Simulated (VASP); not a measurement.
# Ge in VASP: a series of runs

The runs below take Ge through single point, with PBE+D3(BJ).

Program: VASP 6.6.1. These are calculated values, not measurements. Logs are shortened: lines on timing, memory, paths and dates and some standing lists are left out, and cuts for length are marked.

### Step 1. The cell of the first run

The cell holds a slab with vacuum, 4 atoms: a = 4.023 Å, b = 4.023 Å, c = 18.869 Å, α = 90.00°, β = 90.00°, γ = 120.00°.

### Step 2. Single point, PBE+D3(BJ) (layers slid over each other)

The input, INCAR:

```
SYSTEM = Ge
PREC = Accurate ; ENCUT = 520
EDIFF = 1E-6 ; ISMEAR = 0
SIGMA = 0.1 ; LREAL = .FALSE.
LASPH = .TRUE. ; NELM = 80
ALGO = Normal ; ISIF = 2
LWAVE = .FALSE. ; LCHARG = .FALSE.
LDIPOL = .TRUE. ; IDIPOL = 3
DIPOL = 0.5 0.5 0.368 ; GGA = PE
IVDW = 12 ; NBANDS = 36
```

The input, KPOINTS:

```
Automatic mesh
0
G
  9 9 1
  0 0 0
```

The input, POSCAR:

```
Ge
1.0
    4.0226895311      0.0000000000      0.0000000000
   -2.0113447656      3.4837513255      0.0000000000
    0.0000000000      0.0000000000     18.8685220517
Ge
4
Direct
    0.3333333333      0.6666666667      0.2747571332
    0.6666666667      0.3333333333      0.2384924472
    1.5555555556     -0.5555555556      0.4965159447
    1.2222222222     -0.2222222222      0.4602512588
```

Potentials or basis: VASP PAW PBE potentials, release 64 (Ge_d).

Launch:

```sh
$ cat potpaw_PBE.64/Ge_d/POTCAR > POTCAR
$ mpirun -np 1 vasp_std > vasp.out
```

OUTCAR:

```text
SYSTEM = Ge
   PREC = Accurate
   ENCUT = 520
   EDIFF = 1E-6
   ISMEAR = 0
   LREAL = .FALSE.
   LASPH = .TRUE.
   NELM = 80
   ISIF = 2
   GGA = PE
   IVDW = 12
 IVDW          = 12

 ion  position               nearest neighbor table
   1  0.333  0.667  0.275-   2 2.42   2 2.42   2 2.42
   2  0.667  0.333  0.238-   1 2.42   1 2.42   1 2.42
   3  0.556  0.444  0.497-   4 2.42   4 2.42   4 2.42
   4  0.222  0.778  0.460-   3 2.42   3 2.42   3 2.42

  LATTYP: Found a hexagonal cell.
 ALAT       =     4.0226895311
 C/A-ratio  =     4.6905240650

  Lattice vectors:

 A1 = (   4.0226895311,   0.0000000000,   0.0000000000)
 A2 = (  -2.0113447656,   3.4837513255,   0.0000000000)
 A3 = (   0.0000000000,   0.0000000000,  18.8685220517)

Analysis of symmetry for initial positions (statically):
=====================================================================
 Subroutine PRICEL returns:
 Original cell was already a primitive cell.

 Routine SETGRP: Setting up the symmetry group for a
 hexagonal supercell.

 Subroutine GETGRP returns: Found  2 space group operations
 (whereof  2 operations were pure point group operations)
 out of a pool of 24 trial point group operations.

The static configuration has the point symmetry C_1h.

Analysis of symmetry for dynamics (positions and initial velocities):
=====================================================================
 Subroutine PRICEL returns:
 Original cell was already a primitive cell.

 Routine SETGRP: Setting up the symmetry group for a
 hexagonal supercell.

 Subroutine GETGRP returns: Found  2 space group operations
 (whereof  2 operations were pure point group operations)
 out of a pool of 24 trial point group operations.

The dynamic configuration has the point symmetry C_1h.

 Subroutine INISYM returns: Found  2 space group operations
 (whereof  2 operations are pure point group operations),
 and found     1 'primitive' translations

----------------------------------------------------------------------------------------

                                     Primitive cell

  volume of cell :     264.4244

  direct lattice vectors                    reciprocal lattice vectors
     4.022689531  0.000000000  0.000000000     0.248589903  0.143523447  0.000000000
    -2.011344766  3.483751326  0.000000000     0.000000000  0.287046895  0.000000000
     0.000000000  0.000000000 18.868522052     0.000000000  0.000000000  0.052998322

  length of vectors
     4.022689531  4.022689531 18.868522052     0.287046895  0.287046895  0.052998322

  position of ions in fractional coordinates (direct lattice)
     0.333333333  0.666666667  0.274757133
     0.666666667  0.333333333  0.238492447
     0.555555556  0.444444444  0.496515945
     0.222222222  0.777777778  0.460251259

  ion indices of the primitive-cell ions
   primitive index   ion index
                 1           1
                 2           2
                 3           3
                 4           4

----------------------------------------------------------------------------------------

 KPOINTS: Automatic mesh

Automatic generation of k-mesh.
 Grid dimensions read from file:
 generate k-points for:    9    9    1

 Generating k-lattice:

  Cartesian coordinates                     Fractional coordinates (reciprocal lattice)
     0.027621100  0.015947050  0.000000000     0.111111111 -0.000000000  0.000000000
     0.000000000  0.031894099  0.000000000     0.000000000  0.111111111  0.000000000
     0.000000000  0.000000000  0.052998322     0.000000000  0.000000000  1.000000000

  Length of vectors
     0.031894099  0.031894099  0.052998322

  Shift w.r.t. Gamma in fractional coordinates (k-lattice)
     0.000000000  0.000000000  0.000000000

 Subroutine IBZKPT returns following result:
 ===========================================

 Found     25 irreducible k-points:

 Following reciprocal coordinates:
            Coordinates               Weight
  0.000000  0.000000  0.000000      1.000000
  0.111111  0.000000  0.000000      4.000000
 -0.111111  0.111111  0.000000      2.000000
  0.222222 -0.000000  0.000000      4.000000
 -0.222222  0.222222  0.000000      2.000000
  0.333333  0.000000  0.000000      4.000000
[... 16 lines left out ...]
 -0.222222 -0.444444  0.000000      4.000000
  0.444444  0.333333  0.000000      4.000000
   k-points           NKPTS =     25   k-points in BZ     NKDIM =     25   number of bands    NBANDS=     36
   number of dos      NEDOS =    301   number of ions     NIONS =      4
   total plane-waves  NPLWV = 126000
   dimension x,y,z NGX =    30 NGY =   30 NGZ =  140
   dimension x,y,z NGXF=    60 NGYF=   60 NGZF=  280
   ions per type =               4
   NGX,Y,Z   is equivalent  to a cutoff of  12.40, 12.40, 12.34 a.u.
   NGXF,Y,Z  is equivalent  to a cutoff of  24.80, 24.80, 24.67 a.u.
 SYSTEM =  Ge
   PREC   = accura    normal or accurate (medium, high low for compatibility)
   ISTART =      0    job   : 0-new  1-cont  2-samecut
   ICHARG =      2    charge: 1-file 2-atom 10-const
   ISPIN  =      1    spin polarized calculation?
   LNONCOLLINEAR =      F non collinear calculations
   LSORBIT =      F    spin-orbit coupling
   LASPH  =      T    aspherical Exc in radial PAW
   ENCUT  =  520.0 eV  38.22 Ry    6.18 a.u.   7.48  7.48 35.08*2*pi/ulx,y,z
   NELM   =     80;   NELMIN=  2; NELMDL= -5     # of ELM steps
   EDIFF  = 0.1E-05   stopping-criterion for ELM
   LREAL  =      F    real-space projection
   EDIFFG = 0.1E-04   stopping-criterion for IOM
   NSW    =      0    number of steps for IOM
   IBRION =     -1    ionic relax: 0-MD 1-quasi-New 2-CG
   NFREE  =      0    steps in history (QN), initial steepest desc. (CG)
   ISIF   =      2    stress and relaxation
   ISYM   =      2    0-nonsym 1-usesym 2-fastsym
   POTIM  = 0.5000    time-step for ionic-motion
   TEBEG  =    0.0;   TEEND  =   0.0 temperature during run
   PSTRESS=    0.0 pullay stress
   NELECT =      56.0000    total number of electrons
   NUPDOWN=      -1.0000    fix difference up-down
   EMIN   =  10.00;   EMAX   =-10.00  energy-range for DOS
   EFERMI =   0.00;   METHOD = LEGACY
   ISMEAR =     0;   SIGMA  =   0.10  broadening in eV -4-tet -1-fermi 0-gaus
   EFERMI_NEDOS =   21; number of points for ismear=-14 and -15
   IALGO  =     38    algorithm
   IMIX   =      4    mixing-type and parameters
     AMIX     =   0.40;   BMIX     =  1.00
     AMIX_MAG =   1.60;   BMIX_MAG =  1.00
  volume/ion in A,a.u.               =      66.11       446.11
  Fermi-wavevector in a.u.,A,eV,Ry     =   0.975821  1.844035 12.955840  0.952227
  Thomas-Fermi vector in A             =   2.106391
   LORBIT       =      0    0 simple, 1 ext, 2 COOP (PROOUT), +10 PAW based schemes
   GGA     = PE    functional components
   LHFCALC =     F    Hartree Fock is set to
   AEXX    =    0.0000 exact exchange contribution
   IVDW    =    12    specifies the selected vdW correction
   LEPSILON=     F    determine dielectric tensor
   LRPA    =     F    only Hartree local field effects (RPA)
 non-spin polarized calculation
 Gauss-broadening in eV      SIGMA  =   0.10
  energy-cutoff  :      520.00
  volume of cell :      264.42
 maximum number of plane-waves:      7165
 NGX is ok and might be reduce to    30
   NGX = 15   NGY = 15   NGZ = 71

 dipolmoment           0.000000      0.000000      0.000001 electrons x Angstroem

 number of electron      55.9999981 magnetization

 dipolmoment           0.000000      0.000000     -0.004299 electrons x Angstroem

 Free energy of the ion-electron system (eV)
  ---------------------------------------------------
  ext. energy  EPLUGINS =         0.00000000
  ---------------------------------------------------
  free energy    TOTEN  =       -16.21946206 eV

  energy without entropy =      -16.21856101  energy(sigma->0) =      -16.21901153

 E-fermi :  -1.3903     XC(G=0):  -4.3540

 val. band max:       -1.5375176520   @ k =  -0.2222  -0.4444   0.0000
 cond. band min:      -1.2398236478   @ k =  -0.2222  -0.4444   0.0000
 fundamental gap:      0.2976940042
 Fermi energy:        -1.3903222732

 k-point     1 :       0.0000    0.0000    0.0000
  band No.  band energies     occupation
      1     -25.9048      2.00000
      2     -25.9038      2.00000
      3     -25.8577      2.00000
      4     -25.8574      2.00000
      5     -25.8540      2.00000
      6     -25.8531      2.00000
[... 28 lines left out ...]
     35       2.5726      0.00000
     36       2.6288      0.00000

 k-point     2 :       0.1111    0.0000    0.0000
  band No.  band energies     occupation
      1     -25.9106      2.00000
      2     -25.9091      2.00000
      3     -25.8660      2.00000
      4     -25.8637      2.00000
      5     -25.8620      2.00000
      6     -25.8463      2.00000
[... 28 lines left out ...]
     35       2.9659      0.00000
     36       3.0868      0.00000

 k-point     3 :      -0.1111    0.1111    0.0000
  band No.  band energies     occupation
      1     -25.9111      2.00000
      2     -25.9085      2.00000
      3     -25.8656      2.00000
      4     -25.8636      2.00000
      5     -25.8620      2.00000
      6     -25.8473      2.00000
[... 28 lines left out ...]
     35       2.9186      0.00000
     36       3.1150      0.00000
[... 742 lines left out ...]
 k-point    23 :      -0.2222   -0.4444    0.0000
  band No.  band energies     occupation
      1     -25.9435      2.00000
      2     -25.9135      2.00000
      3     -25.9049      2.00000
      4     -25.8960      2.00000
      5     -25.8674      2.00000
      6     -25.8574      2.00000
[... 28 lines left out ...]
     35       4.4016      0.00000
     36       5.3685      0.00000

 k-point    24 :       0.4444    0.3333    0.0000
  band No.  band energies     occupation
      1     -25.9433      2.00000
      2     -25.9135      2.00000
      3     -25.9051      2.00000
      4     -25.8961      2.00000
      5     -25.8675      2.00000
      6     -25.8573      2.00000
[... 28 lines left out ...]
     35       4.3999      0.00000
     36       5.4188      0.00000

 [... further k-points ...]

------------------------ aborting loop because EDIFF is reached ----------------------------------------

 vacuum level on the upper side and lower side of the slab       (xc-potential included)        -0.209        -0.154

 Edisp (eV)   -0.84906

 E8    (eV) :    -0.3915

  FORCE on cell =-STRESS in cart. coord.  units (eV):
  Direction    XX          YY          ZZ          XY          YZ          ZX
  --------------------------------------------------------------------------------------
  -------------------------------------------------------------------------------------
  Total      -0.18575    -0.19484    -0.63741    -0.00787     0.08408    -0.14562
  in kB      -1.12548    -1.18055    -3.86214    -0.04769     0.50943    -0.88235
  external pressure =       -2.06 kB  Pullay stress =        0.00 kB

 VOLUME and BASIS-vectors are now :
 -----------------------------------------------------------------------------
  energy-cutoff  :      520.00
  volume of cell :      264.42
      direct lattice vectors                 reciprocal lattice vectors
     4.022689531  0.000000000  0.000000000     0.248589903  0.143523447  0.000000000
    -2.011344766  3.483751326  0.000000000     0.000000000  0.287046895  0.000000000
     0.000000000  0.000000000 18.868522052     0.000000000  0.000000000  0.052998322

 POSITION                                       TOTAL-FORCE (eV/Angst)
 -----------------------------------------------------------------------------------
     -0.00000      2.32250      5.18426         0.011522     -0.006652      0.253802
      2.01134      1.16125      4.50000         0.020185     -0.011654     -0.063695
      1.34090      1.54833      9.36852        -0.030325      0.017508      0.053113
     -0.67045      2.70958      8.68426        -0.001381      0.000798     -0.243221
 -----------------------------------------------------------------------------------
    total drift:                                0.000009     -0.000006     -0.003035

  FREE ENERGIE OF THE ION-ELECTRON SYSTEM (eV)
  ---------------------------------------------------
  free  energy   TOTEN  =       -17.0685213239 eV

  energy  without entropy=      -17.0676202775  energy(sigma->0) =      -17.06807080

 vacuum level on the upper side and lower side of the slab         2.975         3.030
```

It took 9.1 min on 1 thread of AMD EPYC 7R13, shared host; peak memory 0.42 GiB.

What came out:

```
Free energy                : -17.0685 eV
Largest force              : 0.254 eV/Å
Band gap on the k mesh     : 0.30 eV
Dispersion energy per atom : -0.212 eV
```

Forces on the atoms (eV/Å):
```
Ge   0.012 -0.007  0.254
Ge   0.020 -0.012 -0.064
Ge  -0.030  0.018  0.053
Ge  -0.001  0.001 -0.243
```

Levels at points of the mesh, in eV from the valence-band top:
| k point | band 26 | band 27 | band 28 | band 29 | band 30 | band 31 |
| --- | --- | --- | --- | --- | --- | --- |
| (0.00, 0.00, 0.00) | -0.32 | -0.25 | -0.23 | 0.63 | 0.88 | 2.14 |

Caveat: the cell differs from its parent crystal (layers slid over each other); semilocal functionals underestimate gaps, and a narrow one can read as zero.

### Step 3. Single point, PBE+D3(BJ) (layers slid over each other)

The input, INCAR:

```
ALGO     = Normal         # electronic algorithm
DIPOL    = 0.5 0.5 0.381
EDIFF    = 1E-7           # SCF threshold, eV
ENCUT    = 520            # plane-wave cutoff, eV
GGA      = PE             # functional
IDIPOL   = 3            
ISIF     = 2              # what is computed and relaxed
ISMEAR   = 0              # smearing method
IVDW     = 12             # dispersion correction
LASPH    = T              # aspherical terms in the spheres
LCHARG   = F              # write CHGCAR
LDIPOL   = T            
LREAL    = F              # projectors in reciprocal space
LWAVE    = F              # write WAVECAR
NBANDS   = 36             # bands
NELM     = 60             # most SCF steps
PREC     = Accurate       # precision mode
SIGMA    = 0.1            # smearing width, eV
```

The input, KPOINTS:

```
k-points
0
Gamma
  9 9 1
```

Changes to POSCAR since step 2:

```diff
@@ -10,3 +10,3 @@
     0.6666666667      0.3333333333      0.2384924472
-    1.5555555556     -0.5555555556      0.4965159447
-    1.2222222222     -0.2222222222      0.4602512588
+    1.5555555556     -0.5555555556      0.5240750719
+    1.2222222222     -0.2222222222      0.4878103860
```

Potentials or basis: VASP PAW PBE potentials, release 64 (Ge_d).

Launch:

```sh
$ cat potpaw_PBE.64/Ge_d/POTCAR > POTCAR
$ mpirun -np 1 vasp_std > vasp.out
```

It took 8.3 min on 1 thread of AMD EPYC 7R13, shared host; peak memory 0.42 GiB.

It converged, with:

- Free energy: -16.9764 eV
- Largest force: 0.153 eV/Å
- Band gap on the k mesh: 0.31 eV
- Dispersion energy per atom: -0.196 eV

Forces in eV/Å, atoms in the order of the input:
```
Ge  -0.001  0.001  0.153
Ge   0.005 -0.003  0.009
Ge  -0.004  0.003 -0.013
Ge   0.000  0.000 -0.149
```

Levels at points of the mesh, in eV from the valence-band top:
```tsv
k point	band 24	band 25	band 26	band 27	band 28	band 29	band 30	band 31	band 32	band 33
(0.00, 0.00, 0.00)	-3.06	-0.31	-0.30	-0.28	-0.27	0.66	0.82	2.11	3.45	4.02
```

Caveat: the cell differs from its parent crystal (layers slid over each other); semilocal functionals underestimate gaps, and a narrow one can read as zero.

### Step 4. Single point, PBE+D3(BJ) (layers slid over each other)

The input, INCAR:

```
ALGO = Normal ; DIPOL = 0.5 0.5 0.399
EDIFF = 1E-6 ; ENCUT = 520
GGA = PE ; IDIPOL = 3
ISIF = 2 ; ISMEAR = 0
IVDW = 12 ; LASPH = True
LCHARG = False ; LDIPOL = True
LREAL = False ; LWAVE = False
NBANDS = 36 ; NELM = 80
PREC = Accurate ; SIGMA = 0.1
```

KPOINTS is that of step 3.

Changes to POSCAR since step 3:

```diff
@@ -10,3 +10,3 @@
     0.6666666667      0.3333333333      0.2384924472
-    1.5555555556     -0.5555555556      0.5240750719
-    1.2222222222     -0.2222222222      0.4878103860
+    1.5555555556     -0.5555555556      0.5601139306
+    1.2222222222     -0.2222222222      0.5238492447
```

Launch:

```sh
$ cat potpaw_PBE.64/Ge_d/POTCAR > POTCAR
$ mpirun -np 1 vasp_std > vasp.out
```

It took 7.9 min on 1 thread of Intel Xeon 8259CL, shared host; peak memory 0.46 GiB.

Results (log left out):

```yaml
Free_energy: -16.8872 eV
Largest_force: 0.082 eV/Å
Band_gap_on_the_k_mesh: 0.13 eV
Dispersion_energy_per_atom: -0.180 eV
```

Forces on the atoms (eV/Å):
```
Ge  -0.002  0.001  0.082
Ge   0.001  0.000  0.018
Ge   0.000  0.000 -0.019
Ge   0.002 -0.001 -0.081
```

Levels at points of the mesh, in eV from the valence-band top:
```
           k point  band 26  band 27  band 28  band 29  band 30  band 31
(0.00, 0.00, 0.00)    -0.38    -0.38    -0.38     0.60     0.69     2.04
```

Caveat: the cell differs from its parent crystal (layers slid over each other); semilocal functionals underestimate gaps, and a narrow one can read as zero.

### Step 5. Single point, PBE+D3(BJ) (layers slid over each other)

The input, INCAR:

```
ALGO = Normal
DIPOL = 0.5 0.5 0.375
EDIFF = 1E-6
ENCUT = 520
GGA = PE
IDIPOL = 3
ISIF = 2
ISMEAR = 0
IVDW = 12
LASPH = T
LCHARG = T
LDIPOL = T
LELF = T
LREAL = F
LVACPOTAV = T
LVHAR = T
LWAVE = F
NBANDS = 36
NELM = 100
PREC = Accurate
SIGMA = 0.1
```

KPOINTS is that of step 4.

Changes to POSCAR since step 4:

```diff
@@ -10,3 +10,3 @@
     0.6666666667      0.3333333333      0.2384924472
-    1.5555555556     -0.5555555556      0.5601139306
-    1.2222222222     -0.2222222222      0.5238492447
+    0.8888888889      0.1111111111      0.5108254915
+    0.5555555556      0.4444444444      0.4745608056
```

Launch:

```sh
$ cat potpaw_PBE.64/Ge_d/POTCAR > POTCAR
$ mpirun -np 1 vasp_std > vasp.out
```

Run time: 7.2 min. Hardware: 1 thread of Intel Xeon 8259CL, shared host; peak memory 0.45 GiB.

The run converged. Its results:

| Item | Value |
| --- | --- |
| Free energy | -17.0250 eV |
| Largest force | 0.199 eV/Å |
| Band gap on the k mesh | 0.31 eV |
| Dispersion energy per atom | -0.204 eV |

Forces in eV/Å, atoms in the order of the input:
```
Ge  -0.001  0.000  0.176
Ge   0.000  0.000  0.027
Ge   0.007 -0.004 -0.004
Ge  -0.006  0.004 -0.199
```

Levels at points of the mesh, in eV from the valence-band top:
```csv
k point,band 25,band 26,band 27,band 28,band 29,band 30,band 31,band 32
"(0.00, 0.00, 0.00)",-0.31,-0.31,-0.24,-0.24,0.67,0.83,2.19,3.55
```

Caveat: the cell differs from its parent crystal (layers slid over each other); semilocal functionals underestimate gaps, and a narrow one can read as zero.

### Step 6. The runs side by side

```csv
cell,gap on the mesh (eV),largest force (eV/Å)
"as given, atomic positions A",0.30,0.25
"as given, atomic positions B",0.31,0.15
"as given, atomic positions C",0.13,0.08
"as given, atomic positions D",0.31,0.20
```

Alike in all rows: task single point; level PBE+D3(BJ); potentials or basis VASP PAW PBE potentials, release 64 (Ge_d); no spin polarisation; k mesh 9 × 9 × 1; cutoff (eV) 520; smearing gaussian 0.1 eV.

Caveats: semilocal functionals underestimate gaps, and a narrow one can read as zero.

Absolute energies hang on the potentials; compare differences alone.
